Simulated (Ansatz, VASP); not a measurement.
## One calculation of KCl, two programs

The input INCAR:

```
ALGO = Normal
EDIFF = 1E-6
ENCUT = 500
GGA = PS
GGA_COMPAT = F
ISIF = 2
ISMEAR = 0
LASPH = T
LCHARG = F
LREAL = F
LWAVE = F
NBANDS = 15
NELM = 120
PREC = Accurate
SIGMA = 0.05
```

Contents of KPOINTS:

```
k-points
0
Gamma
  8 8 8
```

POSCAR

```
KCl
1.0
    0.0000000000      3.1464700000      3.1464700000
    3.1464700000      0.0000000000      3.1464700000
    3.1464700000      3.1464700000      0.0000000000
K Cl
1 1
Direct
    0.0000000000      0.0000000000      0.0000000000
    0.5000000000      0.5000000000      0.5000000000
```

Input for Ansatz:

```yaml
crystal:
  lattice:
    - [0.0, 3.14647, 3.14647]
    - [3.14647, 0.0, 3.14647]
    - [3.14647, 3.14647, 0.0]
  atoms:
    - { symbol: K, position: [0.0, 0.0, 0.0] }
    - { symbol: Cl, position: [0.5, 0.5, 0.5] }
basis:
  ecutwfc: 420
  ecutrho_ratio: 4
kpoints:
  mp_grid: { grid: [8, 8, 8] }
hamiltonian:
  xc: pbesol
scf:
  occupations: { method: gaussian, width: 0.05 }
output:
  forces: true
  stress: true
  eigenvalues: true
```

Alike in both runs: task single point; functional PBEsol; k mesh 8 × 8 × 8; occupations gaussian, width 0.05 eV; no spin polarisation.

|  | VASP | Ansatz |
| --- | --- | --- |
| version | VASP 6.6.1 | Ansatz 0.2.0 |
| potentials or method | VASP PAW PBE potentials, release 64 (K_sv, Cl), cutoff 500 eV | scalar-relativistic, plane waves, PAW |
| valence electrons in the cell | 16 | 16 |

VASP gave:

| Item | Value |
| --- | --- |
| gap on the k mesh at the Fermi level (eV) | 5.02 |
| least direct gap on the mesh (eV) | 5.02 |
| pressure (GPa) | -0.4 |

**Question.** Which values does Ansatz return?

**Answer.** gap on the k mesh at the Fermi level (eV): 5.03; least direct gap on the mesh (eV): 5.03; pressure (GPa): -0.4.

VASP's potentials were made for PBE, not for PBEsol.
